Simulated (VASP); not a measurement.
AlGa3P4, 8 atoms in the cell. Symmetry: P-43m, No. 215, cubic system. The conventional cell has a = 5.498 Å, b = 5.498 Å, c = 5.498 Å, α = 90.00°, β = 90.00°, γ = 90.00°. Within 3.1 Å of Al (site symmetry -43m) lie 4 P at 2.38 Å. Within 3.1 Å of Ga (site symmetry -42m) lie 4 P at 2.38 Å. Within 3.1 Å of P (site symmetry 3m) lie 1 Al at 2.38 Å and 3 Ga at 2.38 Å. 

| Property | Result |
| --- | --- |
| Program | VASP 6.6.1 |
| Task | single point |
| Functional | PBE |
| Potentials or basis | VASP PAW PBE potentials, release 64 (Al, Ga_d, P) |
| Cutoff | 520 eV |
| k mesh | 4 × 4 × 4 |
| Occupations | gaussian, width 0.1 eV |
| Spin | no spin polarisation |
| Dipole correction | no |
| Further INCAR settings | ALGO = Normal; EDIFF = 1e-06; NBANDS = 41 |

Potentials or basis: VASP PAW PBE potentials, release 64 (Al, Ga_d, P).

Launch:

```bash
$ cat potpaw_PBE.64/Al/POTCAR potpaw_PBE.64/Ga_d/POTCAR potpaw_PBE.64/P/POTCAR > POTCAR
$ mpirun -np 1 vasp_std > vasp.out
```

Hardware: 1 thread of Intel(R) Xeon(R) Platinum 8488C (Sapphire Rapids), with other jobs on the host.

How long does it take, and how much memory?

Run time: 49 s on 1 thread of Intel(R) Xeon(R) Platinum 8488C (Sapphire Rapids), with other jobs on the host, peak memory 0.27 GiB. Counts: scf iterations 14, k points 10.
